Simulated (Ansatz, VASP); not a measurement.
**GaSb: VASP beside Ansatz**

```
Ga Sb
1.0
     0.00000    3.02507    3.02507
     3.02507    0.00000    3.02507
     3.02507    3.02507    0.00000
Ga Sb
1 1
Direct
  0.00000 0.00000 0.00000
  0.75000 0.75000 0.75000
```

Alike in both runs: functional LDA; k mesh 12 × 12 × 12; occupations fermi-dirac, width 0.15 eV; no spin polarisation.

Ansatz relaxed the structure, and its values are those at the end. VASP's run is a single point on that final structure, the one shown.

```csv
,VASP,Ansatz
version,VASP 6.6.1,Ansatz 0.2.0
potentials or method,"VASP PAW LDA potentials, release 64 (Ga_d, Sb), cutoff 520 eV","scalar-relativistic, plane waves, PAW"
valence electrons in the cell,18,28
```

|  | VASP | Ansatz | Ansatz less VASP |
| --- | --- | --- | --- |
| gap on the k mesh at the Fermi level (eV) | none | none | - |
| pressure (GPa) | 0.2 | 0.0 | -0.19 |

LDA's correlation is that of Perdew and Zunger in VASP and of Perdew and Wang (1992) in Ansatz. A gap of «none» marks a metal or a gap that the smearing closes. VASP's potentials hold 18 valence electrons a cell and Ansatz's 28, so a difference there can come from the potentials and not from the codes.

Spin-orbit coupling is off throughout.
